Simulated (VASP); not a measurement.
# Ta (Im-3m) in VASP: further runs

Runs on Ta. Level: r2SCAN. Tasks: single point.

All numbers are computed with VASP 6.6.1; they aren't measurements. Logs are shortened: lines on timing, memory, paths and dates and some standing lists are left out, and cuts for length are marked.

## 1. The cell of the first run

It takes space group Im-3m (No. 229, cubic). Conventional cell: a = 3.305 Å, b = 3.305 Å, c = 3.305 Å, α = 90.00°, β = 90.00°, γ = 90.00°. Within 3.8 Å of Ta (site symmetry m-3m) lie 14 Ta at 2.86 to 3.30 Å.

## 2. Single point, r2SCAN

POSCAR

```
Ta
1.0
   -1.6523323632      1.6523323632      1.6523323632
    1.6523323632     -1.6523323632      1.6523323632
    1.6523323632      1.6523323632     -1.6523323632
Ta
1
Direct
    0.0000000000      0.0000000000      0.0000000000
```

INCAR.step1

```
PREC = Accurate
ENCUT = 520
ISMEAR = 0
SIGMA = 0.1
LREAL = False
LASPH = True
NELM = 60
NBANDS = 12
GGA = PE
ALGO = Normal
EDIFF = 1E-4
LWAVE = True
LCHARG = False
```

INCAR.step2

```
PREC = Accurate
ENCUT = 520
EDIFF = 1E-6
ISMEAR = 0
SIGMA = 0.1
LREAL = False
LASPH = True
NELM = 60
ALGO = Normal
ISIF = 2
LWAVE = False
LCHARG = False
METAGGA = R2SCAN
LMIXTAU = True
NBANDS = 12
ISTART = 1
```

KPOINTS

```
Automatic mesh
0
Gamma
  18 18 18
```

Potentials or basis: VASP PAW PBE potentials, release 64 (Ta_pv).

Run with:

```
> cat potpaw_PBE.64/Ta_pv/POTCAR > POTCAR
> cp INCAR.step1 INCAR
> mpirun -np 1 vasp_std > vasp.out
> cp INCAR.step2 INCAR
> mpirun -np 1 vasp_std > vasp.out
```

OUTCAR:

```text
PREC = Accurate
   ENCUT = 520
   EDIFF = 1E-6
   ISMEAR = 0
   LREAL = False
   LASPH = True
   NELM = 60
   ISIF = 2
   METAGGA = R2SCAN
   ISTART = 1

 ion  position               nearest neighbor table
   1  0.000  0.000  0.000-

  LATTYP: Found a body centered cubic cell.
 ALAT       =     3.3046647264

  Lattice vectors:

 A1 = (  -1.6523323632,   1.6523323632,   1.6523323632)
 A2 = (   1.6523323632,  -1.6523323632,   1.6523323632)
 A3 = (   1.6523323632,   1.6523323632,  -1.6523323632)

Analysis of symmetry for initial positions (statically):
=====================================================================
 Subroutine PRICEL returns:
 Original cell was already a primitive cell.

 Routine SETGRP: Setting up the symmetry group for a
 body centered cubic supercell.

 Subroutine GETGRP returns: Found 48 space group operations
 (whereof 48 operations were pure point group operations)
 out of a pool of 48 trial point group operations.

The static configuration has the point symmetry O_h .

Analysis of symmetry for dynamics (positions and initial velocities):
=====================================================================
 Subroutine PRICEL returns:
 Original cell was already a primitive cell.

 Routine SETGRP: Setting up the symmetry group for a
 body centered cubic supercell.

 Subroutine GETGRP returns: Found 48 space group operations
 (whereof 48 operations were pure point group operations)
 out of a pool of 48 trial point group operations.

The dynamic configuration has the point symmetry O_h .

 Subroutine INISYM returns: Found 48 space group operations
 (whereof 48 operations are pure point group operations),
 and found     1 'primitive' translations

----------------------------------------------------------------------------------------

                                     Primitive cell

  volume of cell :      18.0448

  direct lattice vectors                    reciprocal lattice vectors
    -1.652332363  1.652332363  1.652332363     0.000000000  0.302602558  0.302602558
     1.652332363 -1.652332363  1.652332363     0.302602558  0.000000000  0.302602558
     1.652332363  1.652332363 -1.652332363     0.302602558  0.302602558  0.000000000

  length of vectors
[... 79 lines left out ...]
   NELM   =     60;   NELMIN=  2; NELMDL=  0     # of ELM steps
   EDIFF  = 0.1E-05   stopping-criterion for ELM
   LREAL  =      F    real-space projection
   EDIFFG = 0.1E-04   stopping-criterion for IOM
   NSW    =      0    number of steps for IOM
   IBRION =     -1    ionic relax: 0-MD 1-quasi-New 2-CG
   NFREE  =      0    steps in history (QN), initial steepest desc. (CG)
   ISIF   =      2    stress and relaxation
   ISYM   =      2    0-nonsym 1-usesym 2-fastsym
   POTIM  = 0.5000    time-step for ionic-motion
   TEBEG  =    0.0;   TEEND  =   0.0 temperature during run
   PSTRESS=    0.0 pullay stress
   NELECT =      11.0000    total number of electrons
   NUPDOWN=      -1.0000    fix difference up-down
   EMIN   =  10.00;   EMAX   =-10.00  energy-range for DOS
   EFERMI =   0.00;   METHOD = LEGACY
   ISMEAR =     0;   SIGMA  =   0.10  broadening in eV -4-tet -1-fermi 0-gaus
   EFERMI_NEDOS =   21; number of points for ismear=-14 and -15
   IALGO  =     38    algorithm
   IMIX   =      4    mixing-type and parameters
     AMIX     =   0.40;   BMIX     =  1.00
     AMIX_MAG =   1.60;   BMIX_MAG =  1.00
  volume/ion in A,a.u.               =      18.04       121.77
  Fermi-wavevector in a.u.,A,eV,Ry     =   1.388103  2.623134 26.216108  1.926830
  Thomas-Fermi vector in A             =   2.512261
   LORBIT       =      0    0 simple, 1 ext, 2 COOP (PROOUT), +10 PAW based schemes
   METAGGA = R2SCAN    functional components
   LHFCALC =     F    Hartree Fock is set to
   AEXX    =    0.0000 exact exchange contribution
   IVDW    =     0    specifies the selected vdW correction
   LEPSILON=     F    determine dielectric tensor
   LRPA    =     F    only Hartree local field effects (RPA)
 non-spin polarized calculation
 Gauss-broadening in eV      SIGMA  =   0.10
  energy-cutoff  :      520.00
  volume of cell :       18.04
 maximum number of plane-waves:       498
 NGX is ok and might be reduce to    24
   NGX = 11   NGY = 11   NGZ = 11

 number of electron      11.0000002 magnetization

 Free energy of the ion-electron system (eV)
  ---------------------------------------------------
  ext. energy  EPLUGINS =         0.00000000
  ---------------------------------------------------
  free energy    TOTEN  =       -48.58296764 eV

  energy without entropy =      -48.57744643  energy(sigma->0) =      -48.58020703

 E-fermi :   5.3106     XC(G=0): -13.7606

 val. band max:        5.3057345659   @ k =   0.3333   0.1111   0.0000
 cond. band min:       5.3417894393   @ k =   0.1111   0.1111   0.0000
 fundamental gap:      0.0360548734
 Fermi energy:         5.3106161778

 k-point     1 :       0.0000    0.0000    0.0000
  band No.  band energies     occupation
      1     -28.9193      2.00000
      2     -28.9193      2.00000
      3     -28.9193      2.00000
      4      -3.0124      2.00000
      5       6.1517      0.00000
      6       6.1517      0.00000
      7       6.1517      0.00000
      8       9.6345      0.00000
      9       9.6345      0.00000
     10      17.4144      0.00000
     11      21.0785      0.00000
     12      21.0785      0.00000
[... 331 lines left out ...]
 k-point    24 :       0.3889    0.1111    0.0000
  band No.  band energies     occupation
      1     -30.0712      2.00000
      2     -29.3459      2.00000
      3     -28.9810      2.00000
      4       1.1624      2.00000
      5       3.8646      2.00000
      6       5.8692      0.00000
      7       9.3474      0.00000
      8      10.6923      0.00000
      9      13.4877      0.00000
     10      17.3323      0.00000
     11      17.5201      0.00000
     12      18.9307      0.00000

 [... further k-points ...]
[... 5 lines left out ...]
  --------------------------------------------------------------------------------------
  -------------------------------------------------------------------------------------
  Total        0.0708955      0.0708955      0.0708955     -0.0000000      0.0000000      0.0000000
  in kB        6.2947273      6.2947273      6.2947273     -0.0000000      0.0000000      0.0000000
  external PRESSURE =       6.2947273 kB  Pullay stress =       0.0000000 kB

 VOLUME and BASIS-vectors are now :
 -----------------------------------------------------------------------------
  energy-cutoff  :      520.00
  volume of cell :       18.04
      direct lattice vectors                 reciprocal lattice vectors
    -1.652332363  1.652332363  1.652332363     0.000000000  0.302602558  0.302602558
     1.652332363 -1.652332363  1.652332363     0.302602558  0.000000000  0.302602558
     1.652332363  1.652332363 -1.652332363     0.302602558  0.302602558  0.000000000

 POSITION                                       TOTAL-FORCE (eV/Angst)
 -----------------------------------------------------------------------------------
      0.00000      0.00000      0.00000         0.000000     -0.000000      0.000000
 -----------------------------------------------------------------------------------
    total drift:                                0.000000      0.000000     -0.000000

  FREE ENERGIE OF THE ION-ELECTRON SYSTEM (eV)
  ---------------------------------------------------
  free  energy   TOTEN  =       -48.5829676383 eV

  energy  without entropy=      -48.5774464290  energy(sigma->0) =      -48.58020703
```

OUTCAR.step1:

```text
PREC = Accurate
   ENCUT = 520
   ISMEAR = 0
   LREAL = False
   LASPH = True
   NELM = 60
[... 575 lines left out ...]

 POSITION                                       TOTAL-FORCE (eV/Angst)
 -----------------------------------------------------------------------------------
      0.00000      0.00000      0.00000        -0.000000     -0.000000      0.000000
 -----------------------------------------------------------------------------------
    total drift:                               -0.000000      0.000000      0.000000

  FREE ENERGIE OF THE ION-ELECTRON SYSTEM (eV)
  ---------------------------------------------------
  free  energy   TOTEN  =       -11.8142642318 eV

  energy  without entropy=      -11.8082041572  energy(sigma->0) =      -11.81123419
```

OSZICAR.step1:

```text
N       E                     dE             d eps       ncg     rms          rms(c)
DAV:   1     0.603290121258E+02    0.60329E+02   -0.60759E+03  4696   0.873E+02
DAV:   2    -0.112523729115E+02   -0.71581E+02   -0.69717E+02  5220   0.244E+02
DAV:   3    -0.122734255985E+02   -0.10211E+01   -0.10120E+01  5620   0.275E+01
DAV:   4    -0.122760875273E+02   -0.26619E-02   -0.26617E-02  5168   0.157E+00
DAV:   5    -0.122760962444E+02   -0.87171E-05   -0.87171E-05  5384   0.871E-02    0.134E+01
DAV:   6    -0.119209509285E+02    0.35515E+00   -0.28529E-01  5504   0.579E+00    0.655E+00
DAV:   7    -0.118151882767E+02    0.10576E+00   -0.25667E-01  5384   0.508E+00    0.386E-01
DAV:   8    -0.118143034876E+02    0.88479E-03   -0.72222E-03  5164   0.735E-01    0.146E-01
DAV:   9    -0.118142642318E+02    0.39256E-04   -0.16037E-04  5144   0.136E-01
   1 F= -.11814264E+02 E0= -.11811234E+02  d E =-.606007E-02
```

Run time: 87 s. Hardware: 1 thread of AMD EPYC 9R45 (Zen 5), shared host; peak memory 0.14 GiB.

Results:

```
Free energy : -48.5830 eV
Pressure    : 0.6 GPa
```

Levels at points of the mesh, in eV from the Fermi level:
| k point | band 2 | band 3 | band 4 | band 5 | band 6 | band 7 | band 8 | band 9 | band 10 | band 11 |
| --- | --- | --- | --- | --- | --- | --- | --- | --- | --- | --- |
| (0.00, 0.00, 0.00) | -34.23 | -34.23 | -8.32 | 0.84 | 0.84 | 0.84 | 4.32 | 4.32 | 12.10 | 15.77 |
| (0.50, 0.00, 0.00) | -34.62 | -34.24 | -4.55 | -1.56 | 1.46 | 4.19 | 5.26 | 8.07 | 12.07 | 12.38 |
| (0.50, 0.50, 0.50) | -35.08 | -35.08 | -3.93 | -3.93 | 7.10 | 7.10 | 7.10 | 9.00 | 9.00 | 9.00 |

Caveat: the PAW data sets were made with another functional, which shifts forces and pressure a little; spin-orbit coupling is left out, which moves the levels of the heavy elements.

## 3. Single point, r2SCAN

POSCAR

```
Ta
1.0
   -1.6523323625      1.6523323625      1.6523323625
    1.6523323625     -1.6523323625      1.6523323625
    1.6523323625      1.6523323625     -1.6523323625
Ta
1
Direct
    0.0000000000      0.0000000000      0.0000000000
```

INCAR.step1 is that of step 2.

INCAR.step2 is that of step 2.

KPOINTS is that of step 2.

Potentials or basis: VASP PAW PBE potentials, release 64 (Ta_pv).

Run with:

```
> cat potpaw_PBE.64/Ta_pv/POTCAR > POTCAR
> cp INCAR.step1 INCAR
> mpirun -np 1 vasp_std > vasp.out
> cp INCAR.step2 INCAR
> mpirun -np 1 vasp_std > vasp.out
```

It took 46 s on 1 thread of Intel Xeon 6975P-C (Granite Rapids), shared host; peak memory 0.17 GiB.

Results (log left out):

- Free energy: -48.5830 eV
- Pressure: 0.6 GPa

Levels at points of the mesh, in eV from the Fermi level:
```
           k point  band 2  band 3  band 4  band 5  band 6  band 7  band 8  band 9  band 10  band 11
(0.00, 0.00, 0.00)  -34.23  -34.23   -8.32    0.84    0.84    0.84    4.32    4.32    12.10    15.77
(0.50, 0.00, 0.00)  -34.62  -34.24   -4.55   -1.56    1.46    4.19    5.26    8.07    12.07    12.38
(0.50, 0.50, 0.50)  -35.08  -35.08   -3.93   -3.93    7.10    7.10    7.10    9.00     9.00     9.00
```

Caveat: the PAW data sets were made with another functional, which shifts forces and pressure a little; spin-orbit coupling is left out, which moves the levels of the heavy elements.

## 4. Single point, r2SCAN

This run uses another cell than the first one, of 18.13 Å³/atom, 1.005 times its volume.

POSCAR

```
Ta
1.0
   -1.6549278069      1.6549278069      1.6549278069
    1.6549278069     -1.6549278069      1.6549278069
    1.6549278069      1.6549278069     -1.6549278069
Ta
1
Direct
    0.0000000000      0.0000000000      0.0000000000
```

INCAR.step1

```
SYSTEM = Ta
ALGO = Normal
EDIFF = 1E-5
ENCUT = 550
GGA = PE
GGA_COMPAT = .FALSE.
ISMEAR = 0
LASPH = .TRUE.
LCHARG = .FALSE.
LREAL = .FALSE.
LWAVE = .TRUE.
NBANDS = 12
NELM = 120
PREC = Accurate
SIGMA = 0.1
```

INCAR.step2

```
SYSTEM = Ta
ALGO = Normal
EDIFF = 1E-6
ENCUT = 550
GGA_COMPAT = .FALSE.
ISIF = 2
ISMEAR = 0
ISTART = 1
LASPH = .TRUE.
LCHARG = .TRUE.
LELF = .TRUE.
LMIXTAU = .TRUE.
LREAL = .FALSE.
LVHAR = .TRUE.
LWAVE = .FALSE.
METAGGA = R2SCAN
NBANDS = 12
NELM = 120
PREC = Accurate
SIGMA = 0.1
```

KPOINTS

```
k-points
0
G
  8 8 8
  0 0 0
```

Potentials or basis: VASP PAW PBE potentials, release 64 (Ta_pv).

Run with:

```
> cat potpaw_PBE.64/Ta_pv/POTCAR > POTCAR
> cp INCAR.step1 INCAR
> mpirun -np 1 vasp_std > vasp.out
> cp INCAR.step2 INCAR
> mpirun -np 1 vasp_std > vasp.out
```

OUTCAR:

```text
SYSTEM = Ta
   EDIFF = 1E-6
   ENCUT = 550
   ISIF = 2
   ISMEAR = 0
   ISTART = 1
   LASPH = .TRUE.
   LREAL = .FALSE.
   METAGGA = R2SCAN
   NELM = 120
   PREC = Accurate

 ion  position               nearest neighbor table
   1  0.000  0.000  0.000-

  LATTYP: Found a body centered cubic cell.
 ALAT       =     3.3098556138

  Lattice vectors:

 A1 = (  -1.6549278069,   1.6549278069,   1.6549278069)
 A2 = (   1.6549278069,  -1.6549278069,   1.6549278069)
 A3 = (   1.6549278069,   1.6549278069,  -1.6549278069)

Analysis of symmetry for initial positions (statically):
=====================================================================
 Subroutine PRICEL returns:
 Original cell was already a primitive cell.

 Routine SETGRP: Setting up the symmetry group for a
 body centered cubic supercell.

 Subroutine GETGRP returns: Found 48 space group operations
 (whereof 48 operations were pure point group operations)
 out of a pool of 48 trial point group operations.

The static configuration has the point symmetry O_h .

Analysis of symmetry for dynamics (positions and initial velocities):
=====================================================================
 Subroutine PRICEL returns:
 Original cell was already a primitive cell.

 Routine SETGRP: Setting up the symmetry group for a
 body centered cubic supercell.

 Subroutine GETGRP returns: Found 48 space group operations
 (whereof 48 operations were pure point group operations)
 out of a pool of 48 trial point group operations.

The dynamic configuration has the point symmetry O_h .

 Subroutine INISYM returns: Found 48 space group operations
 (whereof 48 operations are pure point group operations),
 and found     1 'primitive' translations

----------------------------------------------------------------------------------------

                                     Primitive cell

  volume of cell :      18.1300

[... 109 lines left out ...]
  Thomas-Fermi vector in A             =   2.510290
   LORBIT       =      0    0 simple, 1 ext, 2 COOP (PROOUT), +10 PAW based schemes
   METAGGA = R2SCAN    functional components
   LHFCALC =     F    Hartree Fock is set to
   AEXX    =    0.0000 exact exchange contribution
   IVDW    =     0    specifies the selected vdW correction
   LEPSILON=     F    determine dielectric tensor
   LRPA    =     F    only Hartree local field effects (RPA)
 non-spin polarized calculation
 Gauss-broadening in eV      SIGMA  =   0.10
  energy-cutoff  :      550.00
  volume of cell :       18.13
 maximum number of plane-waves:       555
 NGX is ok and might be reduce to    24
   NGX = 11   NGY = 11   NGZ = 11

 number of electron      11.0000001 magnetization

 Free energy of the ion-electron system (eV)
  ---------------------------------------------------
  ext. energy  EPLUGINS =         0.00000000
  ---------------------------------------------------
  free energy    TOTEN  =       -48.59368280 eV

  energy without entropy =      -48.58872105  energy(sigma->0) =      -48.59120193

 E-fermi :   5.3070     XC(G=0): -13.7278

 val. band max:        5.2141375053   @ k =   0.2500   0.0000   0.0000
 cond. band min:       5.3129069710   @ k =   0.5000   0.5000   0.1250
 fundamental gap:      0.0987694656
 Fermi energy:         5.3070179422

 k-point     1 :       0.0000    0.0000    0.0000
  band No.  band energies     occupation
      1     -28.9392      2.00000
      2     -28.9392      2.00000
      3     -28.9392      2.00000
      4      -3.0324      2.00000
      5       6.1274      0.00000
      6       6.1274      0.00000
      7       6.1275      0.00000
      8       9.5960      0.00000
      9       9.5960      0.00000
     10      17.4434      0.00000
     11      21.0177      0.00000
     12      21.0177      0.00000
[... 331 lines left out ...]
 k-point    24 :      -0.3750    0.3750    0.2500
  band No.  band energies     occupation
      1     -29.8437      2.00000
      2     -29.4985      2.00000
      3     -29.3890      2.00000
      4       2.3101      2.00000
      5       3.2661      2.00000
      6       6.6293      0.00000
      7       7.3594      0.00000
      8      10.9317      0.00000
      9      11.1190      0.00000
     10      17.4423      0.00000
     11      19.8592      0.00000
     12      22.1675      0.00000

 [... further k-points ...]
[... 5 lines left out ...]
  --------------------------------------------------------------------------------------
  -------------------------------------------------------------------------------------
  Total       -0.3121287     -0.3121287     -0.3121287      0.0000000      0.0000000      0.0000000
  in kB      -27.5833613    -27.5833613    -27.5833613      0.0000000      0.0000000      0.0000000
  external PRESSURE =     -27.5833613 kB  Pullay stress =       0.0000000 kB

 VOLUME and BASIS-vectors are now :
 -----------------------------------------------------------------------------
  energy-cutoff  :      550.00
  volume of cell :       18.13
      direct lattice vectors                 reciprocal lattice vectors
    -1.654927807  1.654927807  1.654927807     0.000000000  0.302127983  0.302127983
     1.654927807 -1.654927807  1.654927807     0.302127983  0.000000000  0.302127983
     1.654927807  1.654927807 -1.654927807     0.302127983  0.302127983  0.000000000

 POSITION                                       TOTAL-FORCE (eV/Angst)
 -----------------------------------------------------------------------------------
      0.00000      0.00000      0.00000        -0.000000      0.000000     -0.000000
 -----------------------------------------------------------------------------------
    total drift:                                0.000000      0.000000     -0.000000

  FREE ENERGIE OF THE ION-ELECTRON SYSTEM (eV)
  ---------------------------------------------------
  free  energy   TOTEN  =       -48.5936827970 eV

  energy  without entropy=      -48.5887210532  energy(sigma->0) =      -48.59120193
```

OUTCAR.step1:

```text
SYSTEM = Ta
   EDIFF = 1E-5
   ENCUT = 550
   GGA = PE
   ISMEAR = 0
   LASPH = .TRUE.
[... 578 lines left out ...]
 -----------------------------------------------------------------------------------
      0.00000      0.00000      0.00000        -0.000000     -0.000000     -0.000000
 -----------------------------------------------------------------------------------
    total drift:                                0.000000      0.000000     -0.000000

  FREE ENERGIE OF THE ION-ELECTRON SYSTEM (eV)
  ---------------------------------------------------
  free  energy   TOTEN  =       -11.8364897455 eV

  energy  without entropy=      -11.8325516337  energy(sigma->0) =      -11.83452069
```

It took 10 s on 1 thread of Intel Xeon 6975P-C (Granite Rapids), shared host; peak memory 0.14 GiB.

What came out:

- Free energy: -48.5937 eV
- Pressure: -2.8 GPa

Levels at points of the mesh, in eV from the Fermi level:
```
           k point  band 2  band 3  band 4  band 5  band 6  band 7  band 8  band 9
(0.00, 0.00, 0.00)  -34.25  -34.25   -8.34    0.82    0.82    0.82    4.29    4.29
(0.50, 0.00, 0.00)  -34.63  -34.25   -4.56   -1.57    1.41    4.16    5.22    8.02
(0.50, 0.50, 0.50)  -35.09  -35.09   -3.93   -3.93    7.05    7.05    7.05    8.93
```

Caveat: the PAW data sets were made with another functional, which shifts forces and pressure a little; spin-orbit coupling is left out, which moves the levels of the heavy elements.
